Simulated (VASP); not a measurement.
# F (C2/c) in VASP: notebook

The runs below take F through single point, with PBE, r2SCAN.

Program: VASP 6.6.1. These are calculated values, not measurements. Logs are shortened: lines on timing, memory, paths and dates and some standing lists are left out, and cuts for length are marked.

### 1 The cell of the first run

It takes space group C2/c (No. 15, monoclinic). Conventional cell: a = 4.922 Å, b = 3.261 Å, c = 6.483 Å, α = 90.00°, β = 90.21°, γ = 90.00°. F (site symmetry 1) has 1 F at 1.40 Å within 1.9 Å.

### 2 Single point, PBE

INCAR

```
PREC     = Accurate       # precision mode
ENCUT    = 520            # plane-wave cutoff, eV
EDIFF    = 1E-6           # SCF threshold, eV
ISMEAR   = 0              # smearing method
SIGMA    = 0.01           # smearing width, eV
LREAL    = F              # projectors in reciprocal space
LASPH    = T              # aspherical terms in the spheres
NELM     = 60             # most SCF steps
ALGO     = Normal         # electronic algorithm
ISIF     = 2              # what is computed and relaxed
LWAVE    = F              # write WAVECAR
LCHARG   = F              # write CHGCAR
GGA      = PE             # functional
NBANDS   = 22             # bands
```

KPOINTS

```
regular mesh
0
Gamma
  10 10 4
```

POSCAR

```
F
1.0
    2.4590921175     -1.6304692536      0.1027408307
    2.4590921175      1.6304692536      0.1027408307
   -0.2949039905      0.0000000000      6.4767650064
F
4
Direct
    0.5962738738      0.9035540097      0.5965944060
    0.0964459903      0.4037261262      0.9034055940
    0.4037261262      0.0964459903      0.4034055940
    0.9035540097      0.5962738738      0.0965944060
```

Potentials or basis: VASP PAW PBE potentials, release 64 (F).

Command:

```sh
cat potpaw_PBE.64/F/POTCAR > POTCAR
mpirun -np 1 vasp_std > vasp.out
```

OUTCAR:

```text
PREC = Accurate
   ENCUT = 520
   EDIFF = 1E-6
   ISMEAR = 0
   LREAL = F
   LASPH = T
   NELM = 60
   ISIF = 2
   GGA = PE

 ion  position               nearest neighbor table
   1  0.596  0.904  0.597-   3 1.40
   2  0.096  0.404  0.903-   4 1.40
   3  0.404  0.096  0.403-   1 1.40
   4  0.904  0.596  0.097-   2 1.40

  LATTYP: Found a base centered monoclinic cell.
 ALAT       =     4.9224748737
 B/A-ratio  =     0.6624591472
 C/A-ratio  =     1.3171170133
 COS(beta)  =    -0.0037454701

  Lattice vectors:

 A1 = (   2.4590921175,  -1.6304692536,   0.1027408307)
 A2 = (   2.4590921175,   1.6304692536,   0.1027408307)
 A3 = (  -0.2949039905,   0.0000000000,   6.4767650064)

Analysis of symmetry for initial positions (statically):
=====================================================================
 Subroutine PRICEL returns:
 Original cell was already a primitive cell.

 Routine SETGRP: Setting up the symmetry group for a
 base centered monoclinic supercell.

 Subroutine GETGRP returns: Found  4 space group operations
 (whereof  2 operations were pure point group operations)
 out of a pool of  4 trial point group operations.

The static configuration has the point symmetry S_2 .
 The point group associated with its full space group is C_2h.

Analysis of symmetry for dynamics (positions and initial velocities):
=====================================================================
 Subroutine PRICEL returns:
 Original cell was already a primitive cell.

 Routine SETGRP: Setting up the symmetry group for a
 base centered monoclinic supercell.

 Subroutine GETGRP returns: Found  4 space group operations
 (whereof  2 operations were pure point group operations)
 out of a pool of  4 trial point group operations.

The dynamic configuration has the point symmetry S_2 .
 The point group associated with its full space group is C_2h.

 Subroutine INISYM returns: Found  4 space group operations
 (whereof  2 operations are pure point group operations),
 and found     1 'primitive' translations

----------------------------------------------------------------------------------------

                                     Primitive cell

  volume of cell :      52.0356

  direct lattice vectors                    reciprocal lattice vectors
     2.459092118 -1.630469254  0.102740831     0.202941007 -0.306660183  0.009240433
     2.459092118  1.630469254  0.102740831     0.202941007  0.306660183  0.009240433
    -0.294903990  0.000000000  6.476765006    -0.006438501  0.000000000  0.154104906

  length of vectors
     2.952307523  2.952307523  6.483475404     0.367846307  0.367846307  0.154239347

  position of ions in fractional coordinates (direct lattice)
     0.596273874  0.903554010  0.596594406
     0.096445990  0.403726126  0.903405594
     0.403726126  0.096445990  0.403405594
     0.903554010  0.596273874  0.096594406

  ion indices of the primitive-cell ions
   primitive index   ion index
                 1           1
                 2           2
                 3           3
                 4           4

----------------------------------------------------------------------------------------

 KPOINTS: regular mesh

Automatic generation of k-mesh.
 Grid dimensions read from file:
 generate k-points for:   10   10    4

 Generating k-lattice:

  Cartesian coordinates                     Fractional coordinates (reciprocal lattice)
     0.020294101 -0.030666018  0.000924043     0.100000000 -0.000000000 -0.000000000
     0.020294101  0.030666018  0.000924043    -0.000000000  0.100000000 -0.000000000
    -0.001609625  0.000000000  0.038526226    -0.000000000 -0.000000000  0.250000000

  Length of vectors
     0.036784631  0.036784631  0.038559837

  Shift w.r.t. Gamma in fractional coordinates (k-lattice)
     0.000000000  0.000000000  0.000000000

 Subroutine IBZKPT returns following result:
 ===========================================

 Found    117 irreducible k-points:

 Following reciprocal coordinates:
            Coordinates               Weight
  0.000000  0.000000  0.000000      1.000000
  0.100000 -0.000000  0.000000      4.000000
  0.200000 -0.000000  0.000000      4.000000
  0.300000  0.000000  0.000000      4.000000
  0.400000 -0.000000  0.000000      4.000000
  0.500000  0.000000  0.000000      2.000000
[... 16 lines left out ...]
  0.300000  0.300000  0.000000      2.000000
  0.400000  0.300000  0.000000      4.000000
 [... further k-points ...]
   k-points           NKPTS =    117   k-points in BZ     NKDIM =    117   number of bands    NBANDS=     22
   number of dos      NEDOS =    301   number of ions     NIONS =      4
   total plane-waves  NPLWV =  27648
   dimension x,y,z NGX =    24 NGY =   24 NGZ =   48
   dimension x,y,z NGXF=    48 NGYF=   48 NGZF=   96
   ions per type =               4
   NGX,Y,Z   is equivalent  to a cutoff of  13.51, 13.51, 12.31 a.u.
   NGXF,Y,Z  is equivalent  to a cutoff of  27.03, 27.03, 24.62 a.u.
 SYSTEM =  unknown system
   PREC   = accura    normal or accurate (medium, high low for compatibility)
   ISTART =      0    job   : 0-new  1-cont  2-samecut
   ICHARG =      2    charge: 1-file 2-atom 10-const
   ISPIN  =      1    spin polarized calculation?
   LNONCOLLINEAR =      F non collinear calculations
   LSORBIT =      F    spin-orbit coupling
   LASPH  =      T    aspherical Exc in radial PAW
   ENCUT  =  520.0 eV  38.22 Ry    6.18 a.u.   5.49  5.49 12.05*2*pi/ulx,y,z
   NELM   =     60;   NELMIN=  2; NELMDL= -5     # of ELM steps
   EDIFF  = 0.1E-05   stopping-criterion for ELM
   LREAL  =      F    real-space projection
   EDIFFG = 0.1E-04   stopping-criterion for IOM
   NSW    =      0    number of steps for IOM
   IBRION =     -1    ionic relax: 0-MD 1-quasi-New 2-CG
   NFREE  =      0    steps in history (QN), initial steepest desc. (CG)
   ISIF   =      2    stress and relaxation
   ISYM   =      2    0-nonsym 1-usesym 2-fastsym
   POTIM  = 0.5000    time-step for ionic-motion
   TEBEG  =    0.0;   TEEND  =   0.0 temperature during run
   PSTRESS=    0.0 pullay stress
   NELECT =      28.0000    total number of electrons
   NUPDOWN=      -1.0000    fix difference up-down
   EMIN   =  10.00;   EMAX   =-10.00  energy-range for DOS
   EFERMI =   0.00;   METHOD = LEGACY
   ISMEAR =     0;   SIGMA  =   0.01  broadening in eV -4-tet -1-fermi 0-gaus
   EFERMI_NEDOS =   21; number of points for ismear=-14 and -15
   IALGO  =     38    algorithm
   IMIX   =      4    mixing-type and parameters
     AMIX     =   0.40;   BMIX     =  1.00
     AMIX_MAG =   1.60;   BMIX_MAG =  1.00
  volume/ion in A,a.u.               =      13.01        87.79
  Fermi-wavevector in a.u.,A,eV,Ry     =   1.331559  2.516282 24.123814  1.773050
  Thomas-Fermi vector in A             =   2.460561
   LORBIT       =      0    0 simple, 1 ext, 2 COOP (PROOUT), +10 PAW based schemes
   GGA     = PE    functional components
   LHFCALC =     F    Hartree Fock is set to
   AEXX    =    0.0000 exact exchange contribution
   IVDW    =     0    specifies the selected vdW correction
   LEPSILON=     F    determine dielectric tensor
   LRPA    =     F    only Hartree local field effects (RPA)
 non-spin polarized calculation
 Gauss-broadening in eV      SIGMA  =   0.01
  energy-cutoff  :      520.00
  volume of cell :       52.04
 maximum number of plane-waves:      1418
 NGX is ok and might be reduce to    24
   NGX = 11   NGY = 11   NGZ = 25

 number of electron      28.0000014 magnetization

 Free energy of the ion-electron system (eV)
  ---------------------------------------------------
  ext. energy  EPLUGINS =         0.00000000
  ---------------------------------------------------
  free energy    TOTEN  =        -7.15836584 eV

  energy without entropy =       -7.15836584  energy(sigma->0) =       -7.15836584

 E-fermi :  -4.0238     XC(G=0):  -8.5837

 val. band max:       -4.0933377408   @ k =   0.0000   0.0000   0.0000
 cond. band min:      -1.1775255787   @ k =   0.0000   0.0000   0.0000
 fundamental gap:      2.9158121621
 Fermi energy:        -4.0237874979

 k-point     1 :       0.0000    0.0000    0.0000
  band No.  band energies     occupation
      1     -29.4365      2.00000
      2     -29.2415      2.00000
      3     -22.9714      2.00000
      4     -22.4182      2.00000
      5     -11.0182      2.00000
      6      -9.9606      2.00000
[... 14 lines left out ...]
     21      17.5825      0.00000
     22      18.4461      0.00000

 k-point     2 :       0.1000   -0.0000    0.0000
  band No.  band energies     occupation
      1     -29.4158      2.00000
      2     -29.2296      2.00000
      3     -22.9538      2.00000
      4     -22.4280      2.00000
      5     -11.0024      2.00000
      6      -9.9857      2.00000
[... 14 lines left out ...]
     21      17.2300      0.00000
     22      17.6749      0.00000

 k-point     3 :       0.2000   -0.0000    0.0000
  band No.  band energies     occupation
      1     -29.3596      2.00000
      2     -29.2005      2.00000
      3     -22.9042      2.00000
      4     -22.4585      2.00000
      5     -10.9540      2.00000
      6     -10.0623      2.00000
[... 14 lines left out ...]
     21      15.9789      0.00000
     22      17.4786      0.00000

 k-point     4 :       0.3000    0.0000    0.0000
  band No.  band energies     occupation
      1     -29.2848      2.00000
      2     -29.1682      2.00000
      3     -22.8311      2.00000
      4     -22.5088      2.00000
      5     -10.8688      2.00000
      6     -10.1921      2.00000
[... 14 lines left out ...]
     21      15.3417      0.00000
     22      15.8468      0.00000

 k-point     5 :       0.4000   -0.0000    0.0000
  band No.  band energies     occupation
      1     -29.2134      2.00000
      2     -29.1514      2.00000
      3     -22.7456      2.00000
      4     -22.5768      2.00000
      5     -10.7394      2.00000
      6     -10.3695      2.00000
[... 14 lines left out ...]
     21      14.0039      0.00000
     22      14.4637      0.00000

 k-point     6 :       0.5000    0.0000    0.0000
  band No.  band energies     occupation
      1     -29.1658      2.00000
      2     -29.1650      2.00000
      3     -22.6587      2.00000
      4     -22.6568      2.00000
      5     -10.5666      2.00000
      6     -10.5644      2.00000
[... 14 lines left out ...]
     21      13.1661      0.00000
     22      13.1917      0.00000

 k-point     7 :       0.1000    0.1000    0.0000
  band No.  band energies     occupation
      1     -29.4131      2.00000
      2     -29.2227      2.00000
      3     -22.9515      2.00000
      4     -22.4133      2.00000
      5     -10.9971      2.00000
      6      -9.9695      2.00000
[... 324 lines left out ...]
      6     -10.4793      2.00000
[... 14 lines left out ...]
     21      13.3458      0.00000
     22      14.2140      0.00000

 k-point    21 :      -0.3000    0.2000   -0.0000
  band No.  band energies     occupation
      1     -29.1796      2.00000
      2     -29.1522      2.00000
      3     -22.6956      2.00000
      4     -22.6183      2.00000
      5     -10.6630      2.00000
      6     -10.4388      2.00000
[... 14 lines left out ...]
     21      14.4014      0.00000
     22      15.1474      0.00000

 k-point    22 :      -0.2000    0.2000    0.0000
  band No.  band energies     occupation
      1     -29.2477      2.00000
      2     -29.1664      2.00000
      3     -22.7864      2.00000
      4     -22.5612      2.00000
      5     -10.8091      2.00000
      6     -10.2918      2.00000
[... 14 lines left out ...]
     21      15.6236      0.00000
     22      15.9831      0.00000

 k-point    23 :       0.3000    0.3000    0.0000
  band No.  band energies     occupation
      1     -29.2740      2.00000
      2     -29.1140      2.00000
      3     -22.8330      2.00000
      4     -22.3875      2.00000
      5     -10.8543      2.00000
      6     -10.0221      2.00000
[... 14 lines left out ...]
     21      15.5397      0.00000
     22      16.1683      0.00000

 k-point    24 :       0.4000    0.3000    0.0000
  band No.  band energies     occupation
      1     -29.2320      2.00000
      2     -29.0878      2.00000
      3     -22.7959      2.00000
      4     -22.3974      2.00000
      5     -10.8015      2.00000
      6     -10.0639      2.00000
[... 14 lines left out ...]
     21      14.6643      0.00000
     22      15.7334      0.00000

 [... further k-points ...]

------------------------ aborting loop because EDIFF is reached ----------------------------------------

  FORCE on cell =-STRESS in cart. coord.  units (eV):
  Direction    XX          YY          ZZ          XY          YZ          ZX
  --------------------------------------------------------------------------------------
  -------------------------------------------------------------------------------------
  Total        0.8191645      1.3000956      2.8564449      0.0000000      0.0000000     -0.0904803
  in kB       25.2220733     40.0299376     87.9499280      0.0000000      0.0000000     -2.7858881
  external PRESSURE =      51.0673129 kB  Pullay stress =       0.0000000 kB

 VOLUME and BASIS-vectors are now :
 -----------------------------------------------------------------------------
  energy-cutoff  :      520.00
  volume of cell :       52.04
      direct lattice vectors                 reciprocal lattice vectors
     2.459092118 -1.630469254  0.102740831     0.202941007 -0.306660183  0.009240433
     2.459092118  1.630469254  0.102740831     0.202941007  0.306660183  0.009240433
    -0.294903990  0.000000000  6.476765006    -0.006438501  0.000000000  0.154104906

 POSITION                                       TOTAL-FORCE (eV/Angst)
 -----------------------------------------------------------------------------------
      3.51228      0.50101      4.01810        -0.039862     -0.434512      0.901590
      0.96355      0.50101      5.90253         0.039862     -0.434512     -0.901590
      1.11100     -0.50101      2.66415         0.039862      0.434512     -0.901590
      3.65973     -0.50101      0.77971        -0.039862      0.434512      0.901590
 -----------------------------------------------------------------------------------
    total drift:                                0.000000      0.000000     -0.000000

  FREE ENERGIE OF THE ION-ELECTRON SYSTEM (eV)
  ---------------------------------------------------
  free  energy   TOTEN  =        -7.1583658395 eV

  energy  without entropy=       -7.1583658395  energy(sigma->0) =       -7.15836584
```

Wall time 2.4 min (1 thread of Oxide Virtual Turin-like, shared host); peak memory 0.19 GiB.

Results:

```yaml
Free_energy: -7.1584 eV
Pressure: 5.1 GPa
Largest_force: 1.002 eV/Å
Band_gap_on_the_k_mesh: 2.92 eV
```

Forces in eV/Å, atoms in the order of the input:
```
F   -0.040 -0.435  0.902
F    0.040 -0.435 -0.902
F    0.040  0.435 -0.902
F   -0.040  0.435  0.902
```

Stress tensor (GPa, compression positive):
```
 2.52  0.00 -0.28
 0.00  4.00  0.00
-0.28  0.00  8.79
```

Caveat: the stress differs along the axes, from 3 to 9 GPa; this functional lacks dispersion, which holds the molecules together, so the pressure and a relaxed volume are unreliable; forces of over 1 eV/Å act on the atoms, so gaps and moduli don't describe the material at rest. A k mesh can miss the band edges.

### 3 Single point, r2SCAN

POSCAR is that of step 2.

INCAR.step1

```
  PREC = Accurate
  ENCUT = 520
  ISMEAR = 0
  SIGMA = 0.01
  LREAL = False
  LASPH = True
  NELM = 60
  NBANDS = 22
  GGA = PE
  ALGO = Normal
  EDIFF = 1E-4
  LWAVE = True
  LCHARG = False
```

INCAR.step2

```
  PREC = Accurate
  ENCUT = 520
  EDIFF = 1E-7
  ISMEAR = 0
  SIGMA = 0.01
  LREAL = False
  LASPH = True
  NELM = 60
  ALGO = Normal
  ISIF = 2
  LWAVE = False
  LCHARG = False
  METAGGA = R2SCAN
  LMIXTAU = True
  NBANDS = 22
  ISTART = 1
```

KPOINTS is that of step 2.

Potentials or basis: VASP PAW PBE potentials, release 64 (F).

Command:

```sh
cat potpaw_PBE.64/F/POTCAR > POTCAR
cp INCAR.step1 INCAR
mpirun -np 1 vasp_std > vasp.out
cp INCAR.step2 INCAR
mpirun -np 1 vasp_std > vasp.out
```

Wall time 7.9 min (1 thread of Oxide Virtual Turin-like, shared host); peak memory 0.19 GiB.

Results (log left out):

* Free energy: -12.4561 eV
* Pressure: 1.6 GPa
* Largest force: 0.544 eV/Å
* Band gap on the k mesh: 3.75 eV

Forces on the atoms (eV/Å):
```
F   -0.021 -0.242  0.487
F    0.021 -0.242 -0.487
F    0.021  0.242 -0.487
F   -0.021  0.242  0.487
```

Stress tensor (GPa, compression positive):
```
 0.11  0.00 -0.16
 0.00  1.01  0.00
-0.16  0.00  3.79
```

Levels at points of the mesh, in eV from the valence-band top:
```
           k point  band 11  band 12  band 13  band 14  band 15  band 16  band 17  band 18
(0.00, 0.00, 0.00)    -0.49    -0.18    -0.02     0.00     3.75     4.86    11.02    13.61
(0.50, 0.00, 0.00)    -0.53    -0.53    -0.09    -0.09     4.43     4.43    15.96    15.96
(0.50, 0.50, 0.00)    -0.94    -0.66    -0.23    -0.20     4.10     4.74    16.44    16.83
(0.00, 0.00, 0.50)    -0.37    -0.37    -0.01    -0.01     4.28     4.28    12.01    12.01
(0.50, 0.00, 0.50)    -0.46    -0.45    -0.04    -0.04     4.39     4.39    16.28    16.28
(0.50, 0.50, 0.50)    -0.55    -0.55    -0.47    -0.47     4.41     4.41    16.89    16.89
```

Caveat: the PAW data sets were made with another functional, which shifts forces and pressure a little. A k mesh can miss the band edges.
